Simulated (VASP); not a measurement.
Ta2AlN2:

```
Ta Al N
1.0
     2.90654   -3.02773    0.00000
     2.90654    3.02773    0.00000
     0.00000    0.00000    4.52946
Ta Al N
2 1 2
Direct
  0.00000 0.00000 0.00000
  0.50000 0.50000 0.00000
  0.50000 0.50000 0.50000
  0.20696 0.79304 0.50000
  0.79304 0.20696 0.50000
```

The cell was built from a structure type or drawn by symmetry, and may not be a known phase.

- Program: VASP 6.6.1
- Task: relaxation of cell and atoms
- Functional: PBE
- Potentials or basis: VASP PAW PBE potentials, release 64 (Ta_pv, Al, N)
- Cutoff: 600 eV
- k mesh: 4 × 4 × 4
- Occupations: gaussian, width 0.1 eV
- Spin: no spin polarisation

At the start: pressure -3.8 GPa; volume 15.94 Å³/atom.

Problem. How do energy, volume and symmetry change on relaxing?

Solution. Over 18 steps the energy falls by 588.8 meV/atom and the volume is 15.49 Å³/atom (-2.8 %); space group Cmmm (No. 65, to 0.1 Å) before and after.

Step by step:
| step | energy change (eV) | largest force (eV/Å) | pressure (GPa) | volume (Å³) |
| --- | --- | --- | --- | --- |
| 1 | 0.0000 | 1.4356 | -3.79 | 79.72 |
| 2 | -0.4796 | 0.9681 | 0.30 | 75.32 |
| 3 | -0.5595 | 0.9160 | 3.33 | 73.16 |
| 4 | -0.5661 | 1.0139 | 4.61 | 72.32 |
| 5 | -0.6665 | 0.7747 | -4.35 | 74.74 |
| 6 | -0.6901 | 0.6744 | -1.87 | 73.90 |
| 7 | -0.9973 | 2.2465 | -3.47 | 73.49 |
| 8 | -2.5290 | 1.1966 | 10.05 | 71.93 |
| 9 | -2.0254 | 3.5533 | -1.55 | 72.66 |
| 10 | -2.5158 | 2.0048 | 4.15 | 72.18 |
| 11 | -2.5592 | 0.8237 | 6.56 | 72.06 |
| 12 | -2.5599 | 0.2642 | 7.59 | 72.02 |
| 13 | -2.9243 | 0.3773 | -0.70 | 77.68 |
| 14 | -2.9320 | 0.3861 | -1.78 | 78.75 |
| 15 | -2.8925 | 2.4538 | 3.52 | 77.47 |
| 16 | -2.9378 | 0.2673 | -0.48 | 78.40 |
| 17 | -2.9431 | 0.0793 | -0.19 | 77.80 |
| 18 | -2.9439 | 0.0281 | 0.00 | 77.47 |

Final structure:
```cif
data_structure
_symmetry_space_group_name_H-M 'P 1'
_symmetry_Int_Tables_number 1
_cell_length_a 3.8373
_cell_length_b 3.8373
_cell_length_c 5.2616
_cell_angle_alpha 90.000
_cell_angle_beta 90.000
_cell_angle_gamma 90.866
_cell_volume 77.47
loop_
_atom_site_label
_atom_site_type_symbol
_atom_site_fract_x
_atom_site_fract_y
_atom_site_fract_z
_atom_site_occupancy
Ta1 Ta 0.00000 0.00000 0.00000 1
Ta2 Ta 0.50000 0.50000 0.00000 1
Al1 Al 0.50000 0.50000 0.50000 1
N1 N 0.11247 0.88753 0.50000 1
N2 N 0.88753 0.11247 0.50000 1
```

Caveat: the k points lie up to 0.41 Å⁻¹ apart in the final cell, too coarse for converged energies and pressures of a metal; a cell axis changed by over 15 % at a fixed basis, so the end point is rough.
